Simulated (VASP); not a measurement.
# Al15Pt8 (a cell with a defect) in VASP: single point with PBE

Aim: the single point of Al15Pt8 (a cell with a defect) with PBE.

Everything below comes from runs of VASP 6.6.1. Logs are shortened: lines on timing, memory, paths and dates and some standing lists are left out, and cuts for length are marked.

## Step 1: The cell of the first run

The cell holds a defect, 23 atoms: a = 8.347 Å, b = 8.347 Å, c = 8.347 Å, α = 60.00°, β = 60.00°, γ = 60.00°.

## Step 2: Single point, PBE

File INCAR:

```
SYSTEM = Al15Pt8
ALGO = Normal
EDIFF = 1E-7
ENCUT = 520
GGA = PE
ISIF = 2
ISMEAR = 0
LASPH = .TRUE.
LCHARG = .FALSE.
LREAL = Auto
LWAVE = .FALSE.
NBANDS = 80
NELM = 80
PREC = Accurate
SIGMA = 0.1
```

File KPOINTS:

```
k-points
0
G
  2 2 2
  0 0 0
```

File POSCAR:

```
Al15Pt8
1.0
    0.0000000000      5.9024240000      5.9024240000
    5.9024240000      0.0000000000      5.9024240000
    5.9024240000      5.9024240000      0.0000000000
Pt Al
8 15
Direct
    0.0006782807     -0.0007828140      0.0002733623
   -0.0072120370      0.0019028623      0.5029241376
    0.0005646833      0.4992347212      0.0002832734
    0.0006522744      0.4992206592      0.5002697197
    0.5031386258      0.0018554241     -0.0073121653
    0.5032587459      0.0019199739      0.5029227822
    0.5006299954      0.4992449712      0.0002853912
    0.5030808529      0.4917687208      0.5028592490
    0.1269027776      0.1229596518      0.1266452563
    0.3722965344      0.3777339615      0.3718992400
    0.1269906228      0.1229102653      0.6239373010
    0.3722257161      0.3776738167      0.8786357944
    0.1256115284      0.6242471737      0.1252889491
    0.6243021511      0.6255697659      0.1265659668
    0.1268546617      0.6255995842      0.6240054933
    0.3723080551      0.8708571258      0.8787281293
    0.6243259549      0.1229873523      0.1265924813
    0.8788705284      0.3776625502      0.3719448992
    0.6255151273      0.1244606453      0.6253751848
    0.8756090718      0.3742162542      0.8752837817
    0.8790614669      0.8709024462      0.3719162669
    0.6243434901      0.6255889106      0.6240205719
    0.8789527828      0.8709020226      0.8786625630
```

Potentials or basis: VASP PAW PBE potentials, release 64 (Pt, Al).

Run with:

```sh
$ cat potpaw_PBE.64/Pt/POTCAR potpaw_PBE.64/Al/POTCAR > POTCAR
$ mpirun -np 1 vasp_std > vasp.out
```

OUTCAR:

```text
SYSTEM = Al15Pt8
   EDIFF = 1E-7
   ENCUT = 520
   GGA = PE
   ISIF = 2
   ISMEAR = 0
   LASPH = .TRUE.
   LREAL = Auto
   NELM = 80
   PREC = Accurate

 ion  position               nearest neighbor table
   1  0.001  0.999  0.000-  16 2.53  21 2.53  23 2.53  13 2.56  20 2.56  11 2.56   9 2.56  17 2.57

   2  0.993  0.002  0.503-  19 2.50  23 2.56  21 2.56  18 2.56  11 2.56   9 2.57  15 2.57
   3  0.001  0.499  0.000-  18 2.53  12 2.53  23 2.53  20 2.56  13 2.56  14 2.56   9 2.56  15 2.56

   4  0.001  0.499  0.500-  10 2.53  18 2.53  21 2.53  13 2.56  20 2.56  22 2.56  11 2.56  15 2.56

   5  0.503  0.002  0.993-  19 2.50  16 2.56  23 2.56  12 2.56  17 2.56   9 2.56  14 2.57
   6  0.503  0.002  0.503-  19 2.50  21 2.56  16 2.56  10 2.56  11 2.57  22 2.57  17 2.57
   7  0.501  0.499  0.000-  16 2.53  10 2.53  12 2.53  20 2.56  13 2.56  17 2.56  22 2.56  14 2.56
[... 15 lines left out ...]
                            20 2.97
  16  0.372  0.871  0.879-   7 2.53   1 2.53   5 2.56   6 2.56  13 2.91  14 2.95  22 2.95   9 2.95
                            11 2.95  19 2.99
  17  0.624  0.123  0.127-   7 2.56   5 2.56   1 2.57   6 2.57  23 2.95  10 2.95  12 2.95  21 2.95
                            20 2.97
  18  0.879  0.378  0.372-   3 2.53   4 2.53   2 2.56   8 2.56  13 2.91  14 2.95  22 2.95   9 2.95
                            11 2.95  19 2.99
  19  0.626  0.124  0.625-   6 2.50   2 2.50   8 2.50   5 2.50  12 2.99  18 2.99  10 2.99  23 2.99
                            16 2.99  21 2.99
  20  0.876  0.374  0.875-   3 2.56   7 2.56   1 2.56   4 2.56  17 2.97  22 2.97  15 2.97  14 2.97
                            11 2.97   9 2.97
  21  0.879  0.871  0.372-   1 2.53   4 2.53   2 2.56   6 2.56  13 2.91  15 2.95   9 2.95  22 2.95
                            17 2.95  19 2.99
  22  0.624  0.626  0.624-   7 2.56   4 2.56   8 2.57   6 2.57  16 2.95  18 2.95  12 2.95  21 2.95
                            20 2.97
  23  0.879  0.871  0.879-   1 2.53   3 2.53   2 2.56   5 2.56  13 2.91  15 2.95  14 2.95  17 2.95
                            11 2.95  19 2.99

  LATTYP: Found a face centered cubic cell.
 ALAT       =    11.8048480000

  Lattice vectors:

 A1 = (   0.0000000000,   5.9024240000,   5.9024240000)
 A2 = (   5.9024240000,   0.0000000000,   5.9024240000)
 A3 = (   5.9024240000,   5.9024240000,   0.0000000000)

Analysis of symmetry for initial positions (statically):
=====================================================================
 Subroutine PRICEL returns:
 Original cell was already a primitive cell.

 Routine SETGRP: Setting up the symmetry group for a
 face centered cubic supercell.

 Subroutine GETGRP returns: Found  1 space group operations
 (whereof  1 operations were pure point group operations)
 out of a pool of 48 trial point group operations.

The static configuration has the point symmetry C_1 .

Analysis of symmetry for dynamics (positions and initial velocities):
=====================================================================
 Subroutine PRICEL returns:
 Original cell was already a primitive cell.

 Routine SETGRP: Setting up the symmetry group for a
 face centered cubic supercell.

 Subroutine GETGRP returns: Found  1 space group operations
 (whereof  1 operations were pure point group operations)
 out of a pool of 48 trial point group operations.

The dynamic configuration has the point symmetry C_1 .

 Subroutine INISYM returns: Found  1 space group operations
 (whereof  1 operations are pure point group operations),
 and found     1 'primitive' translations

----------------------------------------------------------------------------------------

                                     Primitive cell

  volume of cell :     411.2645

  direct lattice vectors                    reciprocal lattice vectors
     0.000000000  5.902424000  5.902424000    -0.084710959  0.084710959  0.084710959
     5.902424000  0.000000000  5.902424000     0.084710959 -0.084710959  0.084710959
     5.902424000  5.902424000  0.000000000     0.084710959  0.084710959 -0.084710959

  length of vectors
     8.347288072  8.347288072  8.347288072     0.146723686  0.146723686  0.146723686

  position of ions in fractional coordinates (direct lattice)
     0.000678281  0.999217186  0.000273362
     0.992787963  0.001902862  0.502924138
     0.000564683  0.499234721  0.000283273
     0.000652274  0.499220659  0.500269720
     0.503138626  0.001855424  0.992687835
     0.503258746  0.001919974  0.502922782
[... 15 lines left out ...]
     0.624343490  0.625588911  0.624020572
     0.878952783  0.870902023  0.878662563

  ion indices of the primitive-cell ions
   primitive index   ion index
                 1           1
                 2           2
                 3           3
                 4           4
                 5           5
                 6           6
[... 15 lines left out ...]
                22          22
                23          23

----------------------------------------------------------------------------------------

 KPOINTS: k-points

Automatic generation of k-mesh.
 Grid dimensions read from file:
 generate k-points for:    2    2    2

 Generating k-lattice:

  Cartesian coordinates                     Fractional coordinates (reciprocal lattice)
    -0.042355480  0.042355480  0.042355480     0.500000000  0.000000000  0.000000000
     0.042355480 -0.042355480  0.042355480     0.000000000  0.500000000  0.000000000
     0.042355480  0.042355480 -0.042355480     0.000000000  0.000000000  0.500000000

  Length of vectors
     0.073361843  0.073361843  0.073361843

  Shift w.r.t. Gamma in fractional coordinates (k-lattice)
     0.000000000  0.000000000  0.000000000

 Subroutine IBZKPT returns following result:
 ===========================================

 Found      8 irreducible k-points:

 Following reciprocal coordinates:
            Coordinates               Weight
  0.000000  0.000000  0.000000      1.000000
  0.500000  0.000000  0.000000      1.000000
  0.000000  0.500000  0.000000      1.000000
  0.000000  0.000000  0.500000      1.000000
  0.500000  0.500000  0.500000      1.000000
  0.500000  0.500000  0.000000      1.000000
  0.000000  0.500000  0.500000      1.000000
  0.500000  0.000000  0.500000      1.000000
   k-points           NKPTS =      8   k-points in BZ     NKDIM =      8   number of bands    NBANDS=     80
   number of dos      NEDOS =    301   number of ions     NIONS =     23
   total plane-waves  NPLWV = 262144
   dimension x,y,z NGX =    64 NGY =   64 NGZ =   64
   dimension x,y,z NGXF=   128 NGYF=  128 NGZF=  128
   ions per type =               8  15
   NGX,Y,Z   is equivalent  to a cutoff of  12.75, 12.75, 12.75 a.u.
   NGXF,Y,Z  is equivalent  to a cutoff of  25.49, 25.49, 25.49 a.u.
 SYSTEM =  Al15Pt8
   PREC   = accura    normal or accurate (medium, high low for compatibility)
   ISTART =      0    job   : 0-new  1-cont  2-samecut
   ICHARG =      2    charge: 1-file 2-atom 10-const
   ISPIN  =      1    spin polarized calculation?
   LNONCOLLINEAR =      F non collinear calculations
   LSORBIT =      F    spin-orbit coupling
   LASPH  =      T    aspherical Exc in radial PAW
   ENCUT  =  520.0 eV  38.22 Ry    6.18 a.u.  15.52 15.52 15.52*2*pi/ulx,y,z
   NELM   =     80;   NELMIN=  2; NELMDL= -5     # of ELM steps
   EDIFF  = 0.1E-06   stopping-criterion for ELM
   LREAL  =      T    real-space projection
   EDIFFG = 0.1E-05   stopping-criterion for IOM
   NSW    =      0    number of steps for IOM
   IBRION =     -1    ionic relax: 0-MD 1-quasi-New 2-CG
   NFREE  =      0    steps in history (QN), initial steepest desc. (CG)
   ISIF   =      2    stress and relaxation
   ISYM   =      2    0-nonsym 1-usesym 2-fastsym
   POTIM  = 0.5000    time-step for ionic-motion
   TEBEG  =    0.0;   TEEND  =   0.0 temperature during run
   PSTRESS=    0.0 pullay stress
   NELECT =     125.0000    total number of electrons
   NUPDOWN=      -1.0000    fix difference up-down
   EMIN   =  10.00;   EMAX   =-10.00  energy-range for DOS
   EFERMI =   0.00;   METHOD = LEGACY
   ISMEAR =     0;   SIGMA  =   0.10  broadening in eV -4-tet -1-fermi 0-gaus
   EFERMI_NEDOS =   21; number of points for ismear=-14 and -15
   IALGO  =     38    algorithm
   IMIX   =      4    mixing-type and parameters
     AMIX     =   0.40;   BMIX     =  1.00
     AMIX_MAG =   1.60;   BMIX_MAG =  1.00
  volume/ion in A,a.u.               =      17.88       120.67
  Fermi-wavevector in a.u.,A,eV,Ry     =   1.100705  2.080032 16.484171  1.211552
  Thomas-Fermi vector in A             =   2.237121
   LORBIT       =      0    0 simple, 1 ext, 2 COOP (PROOUT), +10 PAW based schemes
   GGA     = PE    functional components
   LHFCALC =     F    Hartree Fock is set to
   AEXX    =    0.0000 exact exchange contribution
   IVDW    =     0    specifies the selected vdW correction
   LEPSILON=     F    determine dielectric tensor
   LRPA    =     F    only Hartree local field effects (RPA)
 non-spin polarized calculation
 Gauss-broadening in eV      SIGMA  =   0.10
  energy-cutoff  :      520.00
  volume of cell :      411.26
 maximum number of plane-waves:     11054
 NGX is ok and might be reduce to    64
   NGX = 31   NGY = 31   NGZ = 31

 number of electron     124.9999999 magnetization

 Free energy of the ion-electron system (eV)
  ---------------------------------------------------
  ext. energy  EPLUGINS =         0.00000000
  ---------------------------------------------------
  free energy    TOTEN  =      -123.85636588 eV

  energy without entropy =     -123.75059643  energy(sigma->0) =     -123.80348115

 E-fermi :   7.2854     XC(G=0): -10.5234

 val. band max:        7.2219565321   @ k =   0.5000   0.5000   0.5000
 cond. band min:       7.2856443981   @ k =   0.0000   0.5000   0.0000
 fundamental gap:      0.0636878660
 Fermi energy:         7.2853682474

 k-point     1 :       0.0000    0.0000    0.0000
  band No.  band energies     occupation
      1      -2.6155      2.00000
      2      -0.3526      2.00000
      3      -0.3521      2.00000
      4      -0.3516      2.00000
      5      -0.1613      2.00000
      6       1.3036      2.00000
[... 605 lines left out ...]
     73      10.6665      0.00000
     74      10.9008      0.00000
 [bands above 74 left out]

------------------------ aborting loop because EDIFF is reached ----------------------------------------

  FORCE on cell =-STRESS in cart. coord.  units (eV):
  Direction    XX          YY          ZZ          XY          YZ          ZX
  --------------------------------------------------------------------------------------
  -------------------------------------------------------------------------------------
  Total        5.3858796      5.3739053      5.4007184      0.0125970      0.0125566     -0.0032771
  in kB       20.9819580     20.9353094     21.0397662      0.0490745      0.0489170     -0.0127668
  external PRESSURE =      20.9856779 kB  Pullay stress =       0.0000000 kB

 VOLUME and BASIS-vectors are now :
 -----------------------------------------------------------------------------
  energy-cutoff  :      520.00
  volume of cell :      411.26
      direct lattice vectors                 reciprocal lattice vectors
     0.000000000  5.902424000  5.902424000    -0.084710959  0.084710959  0.084710959
     5.902424000  0.000000000  5.902424000     0.084710959 -0.084710959  0.084710959
     5.902424000  5.902424000  0.000000000     0.084710959  0.084710959 -0.084710959

 POSITION                                       TOTAL-FORCE (eV/Angst)
 -----------------------------------------------------------------------------------
      5.89942      0.00562      5.90181        -0.001641      0.002334     -0.001976
      2.97970      8.82833      5.87109         0.002843     -0.004988     -0.002017
      2.94837      0.00500      2.95003         0.000732      0.006172      0.001351
      5.89942      2.95665      2.95046        -0.001321      0.001216      0.000014
      5.87022      8.82900      2.98069        -0.003571     -0.006315      0.005143
      2.97980      5.93891      2.98178         0.002582      0.001877      0.002377
[... 15 lines left out ...]
      7.37573      7.36837      7.37763         0.001124      0.009871      0.001029
     10.32667     10.37419     10.32838         0.001402      0.003925     -0.000467
 -----------------------------------------------------------------------------------
    total drift:                                0.001782      0.000646     -0.002227

  FREE ENERGIE OF THE ION-ELECTRON SYSTEM (eV)
  ---------------------------------------------------
  free  energy   TOTEN  =      -123.8563658770 eV

  energy  without entropy=     -123.7505964270  energy(sigma->0) =     -123.80348115
```

Wall time 20 min (1 thread of Intel Xeon 8259CL, shared host); peak memory 0.63 GiB.

What came out:

| Quantity | Value |
| --- | --- |
| Free energy | -123.8564 eV |
| Pressure | 2.1 GPa |
| Largest force | 0.014 eV/Å |
| Band gap on the k mesh | zero (an odd number of electrons rules out a gap without spin polarisation) |

Forces on the atoms (eV/Å):
```
Pt  -0.002  0.002 -0.002
Pt   0.003 -0.005 -0.002
Pt   0.001  0.006  0.001
Pt  -0.001  0.001  0.000
Pt  -0.004 -0.006  0.005
Pt   0.003  0.002  0.002
Pt  -0.001  0.002 -0.001
Pt  -0.005  0.003 -0.004
Al   0.001 -0.012  0.001
Al   0.000  0.001 -0.003
Al   0.014  0.000  0.002
Al  -0.001  0.000  0.000
Al  -0.001 -0.002 -0.001
Al  -0.010  0.000  0.002
Al   0.001 -0.001 -0.012
Al   0.001 -0.002  0.001
Al   0.002  0.002  0.011
Al   0.001  0.001  0.002
Al  -0.001 -0.002 -0.001
Al   0.000 -0.001  0.002
Al  -0.002 -0.002 -0.002
Al   0.001  0.010  0.001
Al   0.001  0.004  0.000
```

Levels at points of the mesh, in eV from the Fermi level:
| k point | band 59 | band 60 | band 61 | band 62 | band 63 | band 64 | band 65 | band 66 |
| --- | --- | --- | --- | --- | --- | --- | --- | --- |
| (0.00, 0.00, 0.00) | -0.88 | -0.88 | -0.88 | 1.25 | 1.25 | 1.25 | 1.46 | 1.46 |
| (0.50, 0.00, 0.00) | -0.53 | -0.53 | -0.15 | -0.06 | 0.00 | 0.00 | 0.01 | 0.44 |
| (0.00, 0.50, 0.00) | -0.53 | -0.53 | -0.15 | -0.06 | 0.00 | 0.00 | 0.01 | 0.44 |
| (0.00, 0.00, 0.50) | -0.54 | -0.53 | -0.15 | -0.06 | 0.00 | 0.00 | 0.01 | 0.44 |
| (0.50, 0.50, 0.50) | -0.54 | -0.54 | -0.15 | -0.06 | 0.00 | 0.00 | 0.01 | 0.44 |
| (0.50, 0.50, 0.00) | -0.81 | -0.52 | -0.46 | -0.46 | 0.53 | 0.77 | 0.82 | 0.82 |
| (0.00, 0.50, 0.50) | -0.81 | -0.52 | -0.46 | -0.46 | 0.53 | 0.77 | 0.82 | 0.82 |
| (0.50, 0.00, 0.50) | -0.81 | -0.52 | -0.46 | -0.46 | 0.53 | 0.77 | 0.82 | 0.82 |

Caveat: the k points lie up to 0.46 Å⁻¹ apart, too coarse for converged energies and pressures of a metal; spin-orbit coupling is left out, which moves the levels of the heavy elements.

The gap in the log of VASP goes by the Fermi energy; the results here count the filled bands.